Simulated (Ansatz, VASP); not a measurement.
## Pt in VASP and in Ansatz

```
CELL_PARAMETERS angstrom
0.00000 1.98505 1.98505
1.98505 0.00000 1.98505
1.98505 1.98505 0.00000
ATOMIC_POSITIONS crystal
Pt 0.00000 0.00000 0.00000
```

Alike in both runs: functional PBE; k mesh 18 × 18 × 18; occupations gaussian, width 0.1 eV; no spin polarisation.

Ansatz relaxed the structure, and its values are those at the end. VASP's run is a single point on that final structure, the one shown.

|  | VASP | Ansatz |
| --- | --- | --- |
| version | VASP 6.6.1 | Ansatz 0.2.0 |
| potentials or method | VASP PAW PBE potentials, release 64 (Pt), cutoff 520 eV | scalar-relativistic, plane waves, PAW |
| valence electrons in the cell | 10 | 18 |

```tsv
	VASP	Ansatz	Ansatz less VASP
gap on the k mesh at the Fermi level (eV)	none	none	-
pressure (GPa)	-0.5	0.0	+0.48
```

A gap of «none» marks a metal or a gap that the smearing closes. With one functional, cell and mesh, what is left measures potentials, basis and numerics. VASP's potentials hold 10 valence electrons a cell and Ansatz's 18, so a difference there can come from the potentials and not from the codes.

Spin-orbit coupling is off throughout.
